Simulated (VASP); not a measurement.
Here is a VASP 6.6.1 calculation.

File INCAR:

```
PREC = Accurate ; ENCUT = 600
EDIFF = 1E-6 ; ISMEAR = 0
SIGMA = 0.01 ; LREAL = False
LASPH = True ; NELM = 120
ALGO = Normal ; ISIF = 2
LWAVE = False ; LCHARG = False
GGA = PE ; NBANDS = 11
GGA_COMPAT = False
```

Contents of KPOINTS:

```
Automatic mesh
0
Gamma
  4 4 4
```

Contents of POSCAR:

```
MgO
1.0
    0.0000000000      2.1332071247      2.1332071247
    2.1332071247      0.0000000000      2.1332071247
    2.1332071247      2.1332071247      0.0000000000
Mg O
1 1
Direct
    0.0000000000      0.0000000000      0.0000000000
    0.5000000000      0.5000000000      0.5000000000
```

Potentials or basis: VASP PAW PBE potentials, release 64 (Mg, O).

The run is started by

```sh
$ cat potpaw_PBE.64/Mg/POTCAR potpaw_PBE.64/O/POTCAR > POTCAR
$ mpirun -np 1 vasp_std > vasp.out
```

**Question.** Estimate the pressure.

**Answer.** -2.3 GPa.

**Question.** What does it give for the band gap on the k mesh?

**Answer.** 4.35 eV, direct.

Caveat: the k points lie up to 0.64 Å⁻¹ apart. PBE gaps usually lie below the measured ones, often by a third to a half.
